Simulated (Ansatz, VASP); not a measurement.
# TaSi2: VASP beside Ansatz

INCAR

```
SYSTEM = TaSi2
PREC = Accurate
ENCUT = 600
EDIFF = 1E-6
ISMEAR = 0
SIGMA = 0.1
LREAL = .False.
LASPH = .True.
NELM = 60
ALGO = Normal
ISIF = 3
LWAVE = .False.
LCHARG = .False.
GGA = PE
IBRION = 2
NSW = 90
EDIFFG = -0.04
```

Contents of KPOINTS:

```
Automatic mesh
0
Gamma
  4 4 4
  0 0 0
```

POSCAR

```
TaSi2
1.0
    0.0000000000      3.5191448776      3.5191448776
    3.5191448776      0.0000000000      3.5191448776
    3.5191448776      3.5191448776      0.0000000000
Ta Si
2 4
Direct
    0.0000000000      0.0000000000      0.0000000000
    0.2500000000      0.2500000000      0.2500000000
    0.6250000000      0.6250000000      0.6250000000
    0.1250000000      0.6250000000      0.6250000000
    0.6250000000      0.6250000000      0.1250000000
    0.6250000000      0.1250000000      0.6250000000
```

Input for Ansatz:

```yaml
crystal:
  lattice:
    - [0.0, 3.5191448776, 3.5191448776]
    - [3.5191448776, 0.0, 3.5191448776]
    - [3.5191448776, 3.5191448776, 0.0]
  atoms:
    - { symbol: Ta, position: [0.0, 0.0, 0.0] }
    - { symbol: Ta, position: [0.25, 0.25, 0.25] }
    - { symbol: Si, position: [0.625, 0.625, 0.625] }
    - { symbol: Si, position: [0.125, 0.625, 0.625] }
    - { symbol: Si, position: [0.625, 0.625, 0.125] }
    - { symbol: Si, position: [0.625, 0.125, 0.625] }
basis:
  ecutwfc: 420
kpoints:
  mp_grid: { grid: [4, 4, 4] }
hamiltonian:
  xc: pbe
scf:
  occupations: { method: gaussian, width: 0.1 }
  lower_state_search: "off"
output:
  forces: true
  stress: true
  eigenvalues: true
relax:
  adjacent_minimum: "off"
  f_tol: 0.04
  max_steps: 70
  cell: { stress_tol: 0.4 }
```

Alike in both runs: task relaxation of cell and atoms; functional PBE; k mesh 4 × 4 × 4; occupations gaussian, width 0.1 eV; no spin polarisation.

|  | VASP | Ansatz |
| --- | --- | --- |
| version | VASP 6.6.1 | Ansatz 0.2.0 |
| potentials or method | VASP PAW PBE potentials, release 64 (Ta_pv, Si), cutoff 600 eV | scalar-relativistic, plane waves, PAW |
| valence electrons in the cell | 38 | 42 |

|  | VASP | Ansatz | Ansatz less VASP |
| --- | --- | --- | --- |
| gap on the k mesh at the Fermi level, each at its own relaxed structure (eV) | none | none | - |
| relaxed volume (Å³/atom) | 14.02 | 14.03 | +0.003 |
| relaxed cell length with the largest relative difference (Å) | 4.919 | 4.919 | +0.0004 |

A gap of «none» marks a metal or a gap that the smearing closes. VASP's potentials hold 38 valence electrons a cell and Ansatz's 42, so a difference there can come from the potentials and not from the codes.

The k mesh is coarse, so the values compare programs but aren't converged. Neither program's run includes spin-orbit coupling.
